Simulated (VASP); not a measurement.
Input of a VASP 6.6.1 run:

File POSCAR:

```
AlAs
1.0
    0.0000000000      2.8191746100      2.8191746100
    2.8191746100      0.0000000000      2.8191746100
    2.8191746100      2.8191746100      0.0000000000
Al As
1 1
Direct
    0.0000000000      0.0000000000      0.0000000000
    0.2500000000      0.2500000000      0.2500000000
```

Contents of INCAR.step1:

```
PREC = Accurate ; ENCUT = 550
ISMEAR = -1 ; SIGMA = 0.02
LREAL = F ; LASPH = T
NELM = 120 ; NBANDS = 11
GGA = PE ; ALGO = Normal
EDIFF = 1E-5 ; LWAVE = T
LCHARG = F ; GGA_COMPAT = F
```

Contents of INCAR.step2:

```
PREC = Accurate ; ENCUT = 550
EDIFF = 1E-6 ; ISMEAR = -1
SIGMA = 0.02 ; LREAL = F
LASPH = T ; NELM = 120
ALGO = Normal ; ISIF = 2
LWAVE = F ; LCHARG = T
METAGGA = R2SCAN ; LMIXTAU = T
LELF = T ; LVHAR = T
NBANDS = 11 ; ISTART = 1
GGA_COMPAT = F
```

KPOINTS

```
regular mesh
0
Gamma
  8 8 8
```

Potentials or basis: VASP PAW PBE potentials, release 64 (Al, As).

The run is started by

```bash
$ cat potpaw_PBE.64/Al/POTCAR potpaw_PBE.64/As/POTCAR > POTCAR
$ cp INCAR.step1 INCAR
$ mpirun -np 1 vasp_std > vasp.out
$ cp INCAR.step2 INCAR
$ mpirun -np 1 vasp_std > vasp.out
```

Q: Predict the band gap on the k mesh.

A: 1.77 eV, indirect (least direct gap 2.81 eV).

Q: What does it give for the pressure?

A: 1.6 GPa.

Caveat: the PAW data sets were made with another functional, which shifts forces and pressure a little. r2SCAN opens gaps a little over a GGA but as a rule still falls short of measured ones.
